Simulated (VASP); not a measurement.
Runs of VASP 6.6.1 on B. The structure is that of space group Im-3m (No. 229), or close to it. The cells are those of the table. 

| task | cell | k mesh | cutoff (eV) | gap on the mesh (eV) | pressure (GPa) |
| --- | --- | --- | --- | --- | --- |
| single point | a = 3.089 Å, angles 109.5°, 3 atoms | 18 × 18 × 18 | 520 | none | 0.0 |
| single point | a = 3.046 Å, angles 109.5°, 3 atoms | 8 × 8 × 8 | 520 | none | (a) |
| relaxation of cell and atoms | relaxed from a = 3.089 Å, angles 109.5°, 3 atoms | 18 × 18 × 18 | 600 | none | 0.0 |
| single point | a = 3.089 Å, angles 109.5°, 3 atoms | 8 × 8 × 8 | 520 | none | 0.3 |
| relaxation of cell and atoms | relaxed from a = 3.046 Å, angles 109.5°, 3 atoms | 8 × 8 × 8 | 600 | none | 0.0 |

Alike in all rows: level PBE; potentials or basis VASP PAW PBE potentials, release 64 (B); no spin polarisation; smearing gaussian 0.1 eV.

Question: Fill in the values left out.

Answer: (a) 9.7.

Caveats: the relaxation stopped at its first step, so nothing moved (some runs).

A gap of «none» marks levels without a gap at the run's occupations.
